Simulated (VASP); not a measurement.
# Ti (P6_3/mmc) in VASP: a series of runs, part 2 of 2

VASP 6.6.1. Earlier steps stand in the parts before.

**3. Single point, PBE (zz strain of +1 %)**

The input, INCAR:

```
PREC     = Accurate       # precision mode
ENCUT    = 520            # plane-wave cutoff, eV
EDIFF    = 1E-7           # SCF threshold, eV
ISMEAR   = -1             # smearing method
SIGMA    = 0.08           # smearing width, eV
LREAL    = F              # projectors in reciprocal space
LASPH    = T              # aspherical terms in the spheres
NELM     = 100            # most SCF steps
ALGO     = Normal         # electronic algorithm
ISIF     = 2              # what is computed and relaxed
LWAVE    = F              # write WAVECAR
LCHARG   = T              # write CHGCAR
GGA      = PE             # functional
LELF     = T              # ELF
LVHAR    = T            
NBANDS   = 19             # bands
```

The input, KPOINTS:

```
Automatic mesh
0
Gamma
  13 13 7
```

The input, POSCAR:

```
Ti
1.0
    2.9499978604      0.0000000000      0.0000000000
   -1.4749989302      2.5547730882      0.0000000000
    0.0000000000      0.0000000000      4.7328600000
Ti
2
Direct
    0.3333333333      0.6666666667      0.2500000000
    0.6666666667      0.3333333333      0.7500000000
```

Potentials or basis: VASP PAW PBE potentials, release 64 (Ti_sv).

On the command line:

```
cat potpaw_PBE.64/Ti_sv/POTCAR > POTCAR
mpirun -np 1 vasp_std > vasp.out
```

OUTCAR:

```text
PREC = Accurate
   ENCUT = 520
   EDIFF = 1E-7
   ISMEAR = -1
   LREAL = F
   LASPH = T
   NELM = 100
   ISIF = 2
   GGA = PE

 ion  position               nearest neighbor table
   1  0.333  0.667  0.250-   2 2.92   2 2.92   2 2.92   2 2.92   2 2.92   2 2.92
   2  0.667  0.333  0.750-   1 2.92   1 2.92   1 2.92   1 2.92   1 2.92   1 2.92

  LATTYP: Found a hexagonal cell.
 ALAT       =     2.9499978604
 C/A-ratio  =     1.6043604857

  Lattice vectors:

 A1 = (   2.9499978604,   0.0000000000,   0.0000000000)
 A2 = (  -1.4749989302,   2.5547730882,   0.0000000000)
 A3 = (   0.0000000000,   0.0000000000,   4.7328600000)

Analysis of symmetry for initial positions (statically):
=====================================================================
 Subroutine PRICEL returns:
 Original cell was already a primitive cell.

 Routine SETGRP: Setting up the symmetry group for a
 hexagonal supercell.

 Subroutine GETGRP returns: Found 24 space group operations
 (whereof 12 operations were pure point group operations)
 out of a pool of 24 trial point group operations.

The static configuration has the point symmetry D_3d.
 The point group associated with its full space group is D_6h.

Analysis of symmetry for dynamics (positions and initial velocities):
=====================================================================
 Subroutine PRICEL returns:
 Original cell was already a primitive cell.

 Routine SETGRP: Setting up the symmetry group for a
 hexagonal supercell.

 Subroutine GETGRP returns: Found 24 space group operations
 (whereof 12 operations were pure point group operations)
 out of a pool of 24 trial point group operations.

The dynamic configuration has the point symmetry D_3d.
 The point group associated with its full space group is D_6h.

 Subroutine INISYM returns: Found 24 space group operations
 (whereof 12 operations are pure point group operations),
[... 111 lines left out ...]
   ISMEAR =    -1;   SIGMA  =   0.08  broadening in eV -4-tet -1-fermi 0-gaus
   EFERMI_NEDOS =   21; number of points for ismear=-14 and -15
   IALGO  =     38    algorithm
   IMIX   =      4    mixing-type and parameters
     AMIX     =   0.40;   BMIX     =  1.00
     AMIX_MAG =   1.60;   BMIX_MAG =  1.00
  volume/ion in A,a.u.               =      17.83       120.36
  Fermi-wavevector in a.u.,A,eV,Ry     =   1.434540  2.710888 27.999500  2.057905
  Thomas-Fermi vector in A             =   2.553937
   LORBIT       =      0    0 simple, 1 ext, 2 COOP (PROOUT), +10 PAW based schemes
   GGA     = PE    functional components
   LHFCALC =     F    Hartree Fock is set to
   AEXX    =    0.0000 exact exchange contribution
   IVDW    =     0    specifies the selected vdW correction
   LEPSILON=     F    determine dielectric tensor
   LRPA    =     F    only Hartree local field effects (RPA)
 non-spin polarized calculation
  energy-cutoff  :      520.00
  volume of cell :       35.67
 maximum number of plane-waves:       996
 NGX is ok and might be reduce to    24
   NGX = 11   NGY = 11   NGZ = 17

 number of electron      23.9999997 magnetization

 Free energy of the ion-electron system (eV)
  ---------------------------------------------------
  ext. energy  EPLUGINS =         0.00000000
  ---------------------------------------------------
  free energy    TOTEN  =       -15.68459979 eV

  energy without entropy =      -15.63517932  energy(sigma->0) =      -15.65988956

 E-fermi :   8.0446     XC(G=0): -11.3730

 val. band max:        8.0438994108   @ k =   0.0000   0.0000   0.2857
 cond. band min:       8.0497566294   @ k =   0.2308   0.2308   0.4286
 fundamental gap:      0.0058572186
 Fermi energy:         8.0446162406

 k-point     1 :       0.0000    0.0000    0.0000
  band No.  band energies     occupation
      1     -48.8389      2.00000
      2     -48.7220      2.00000
      3     -25.3860      2.00000
      4     -24.7980      2.00000
      5     -24.7980      2.00000
      6     -24.7535      2.00000
[... 505 lines left out ...]
      6     -24.8235      2.00000
[... 11 lines left out ...]
     18       9.7868      0.00000
     19      11.2345      0.00000

 [... further k-points ...]

------------------------ aborting loop because EDIFF is reached ----------------------------------------

  FORCE on cell =-STRESS in cart. coord.  units (eV):
  Direction    XX          YY          ZZ          XY          YZ          ZX
  --------------------------------------------------------------------------------------
  -------------------------------------------------------------------------------------
  Total       -0.5277213     -0.5277213     -0.8504310      0.0000000      0.0000000      0.0000000
  in kB      -23.7037735    -23.7037735    -38.1989985      0.0000000      0.0000000      0.0000000
  external PRESSURE =     -28.5355151 kB  Pullay stress =       0.0000000 kB

 VOLUME and BASIS-vectors are now :
 -----------------------------------------------------------------------------
  energy-cutoff  :      520.00
  volume of cell :       35.67
      direct lattice vectors                 reciprocal lattice vectors
     2.949997860  0.000000000  0.000000000     0.338983297  0.195712098  0.000000000
    -1.474998930  2.554773088  0.000000000     0.000000000  0.391424195  0.000000000
     0.000000000  0.000000000  4.732860000     0.000000000  0.000000000  0.211288735

 POSITION                                       TOTAL-FORCE (eV/Angst)
 -----------------------------------------------------------------------------------
     -0.00000      1.70318      1.18321         0.000000     -0.000000      0.000000
      1.47500      0.85159      3.54964        -0.000000      0.000000      0.000000
 -----------------------------------------------------------------------------------
    total drift:                               -0.000000      0.000000     -0.000000

  FREE ENERGIE OF THE ION-ELECTRON SYSTEM (eV)
  ---------------------------------------------------
  free  energy   TOTEN  =       -15.6845997878 eV

  energy  without entropy=      -15.6351793247  energy(sigma->0) =      -15.65988956
```

OSZICAR:

```text
N       E                     dE             d eps       ncg     rms          rms(c)
DAV:   1     0.264722296525E+03    0.26472E+03   -0.13113E+04  3192   0.157E+03
DAV:   2     0.126990830790E+02   -0.25202E+03   -0.24810E+03  3298   0.442E+02
DAV:   3    -0.163912527646E+02   -0.29090E+02   -0.28702E+02  5864   0.123E+02
DAV:   4    -0.177720396408E+02   -0.13808E+01   -0.13788E+01  3760   0.275E+01
DAV:   5    -0.178418037048E+02   -0.69764E-01   -0.69754E-01  4720   0.444E+00    0.116E+01
DAV:   6    -0.156838667491E+02    0.21579E+01   -0.79934E+00  3710   0.280E+01    0.282E+00
DAV:   7    -0.156680255590E+02    0.15841E-01   -0.69123E-01  4810   0.595E+00    0.204E+00
DAV:   8    -0.156917025760E+02   -0.23677E-01   -0.19080E-01  3541   0.502E+00    0.655E-01
DAV:   9    -0.156842234233E+02    0.74792E-02   -0.43508E-02  3691   0.206E+00    0.679E-02
DAV:  10    -0.156845600310E+02   -0.33661E-03   -0.28351E-03  4618   0.316E-01    0.792E-02
DAV:  11    -0.156846085875E+02   -0.48556E-04   -0.12197E-04  3730   0.748E-02    0.354E-02
DAV:  12    -0.156845981026E+02    0.10485E-04   -0.29799E-05  3549   0.452E-02    0.622E-03
DAV:  13    -0.156845987349E+02   -0.63235E-06   -0.15852E-06  4037   0.109E-02    0.663E-04
DAV:  14    -0.156845996189E+02   -0.88398E-06   -0.12206E-07  2347   0.213E-03    0.679E-04
DAV:  15    -0.156845997885E+02   -0.16958E-06   -0.33009E-08  1761   0.150E-03    0.508E-05
DAV:  16    -0.156845997878E+02    0.69076E-09   -0.10237E-08  1722   0.835E-04
   1 F= -.15684600E+02 E0= -.15659890E+02  d E =-.494205E-01
```

stdout:

```text
POSCAR found type information on POSCAR Ti
 POSCAR found :  1 types and       2 ions
 scaLAPACK will be used
 LDA part: xc-table for (Slater+PW92), standard interpolation
 POSCAR, INCAR and KPOINTS ok, starting setup
 FFT: planning ... GRIDC
 FFT: planning ... GRID_SOFT
 FFT: planning ... GRID
 WAVECAR not read
 entering main loop
```

It took 1.7 min on 1 thread of Intel Xeon 8259CL, shared host; peak memory 0.18 GiB.

Results:

```
Free energy            : -15.6846 eV
Pressure               : -2.9 GPa
Band gap on the k mesh : zero (bands 12 and 13 overlap by 1.08 eV)
```

Caveat: the cell differs from its parent crystal (zz strain of +1 %).
